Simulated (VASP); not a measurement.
Here is a VASP 6.6.1 calculation.

Contents of INCAR:

```
SYSTEM = Zr
  PREC = Accurate
  ENCUT = 600
  EDIFF = 1E-6
  ISMEAR = 0
  SIGMA = 0.1
  LREAL = .FALSE.
  LASPH = .TRUE.
  NELM = 60
  ALGO = Fast
  ISIF = 4
  LWAVE = .FALSE.
  LCHARG = .FALSE.
  GGA = PE
  IBRION = 2
  NSW = 50
  EDIFFG = -0.01
```

The input KPOINTS:

```
Automatic mesh
0
G
  15 15 8
  0 0 0
```

POSCAR

```
Zr
1.0
    3.2001331881      0.0000000000      0.0000000000
   -1.6000665940      2.7713966364      0.0000000000
    0.0000000000      0.0000000000      5.1169030215
Zr
2
Direct
    0.3333333333      0.6666666667      0.2500000000
    0.6666666667      0.3333333333      0.7500000000
```

Potentials or basis: VASP PAW PBE potentials, release 64 (Zr_sv).

Command:

```sh
$ cat potpaw_PBE.64/Zr_sv/POTCAR > POTCAR
$ mpirun -np 1 vasp_std > vasp.out
```

Task: Predict the band gap on the k mesh.

Result: Zero (bands 12 and 13 overlap by 1.27 eV).

The path:
| step | energy change (eV) | largest force (eV/Å) | pressure (GPa) | volume (Å³) |
| --- | --- | --- | --- | --- |
| 1 | 0.0000 | 0.0000 | 3.01 | 45.38 |
| 2 | -0.0001 | 0.0000 | 2.98 | 45.38 |
| 3 | -0.0001 | 0.0000 | 2.97 | 45.38 |
| 4 | -0.0001 | 0.0000 | 2.98 | 45.38 |
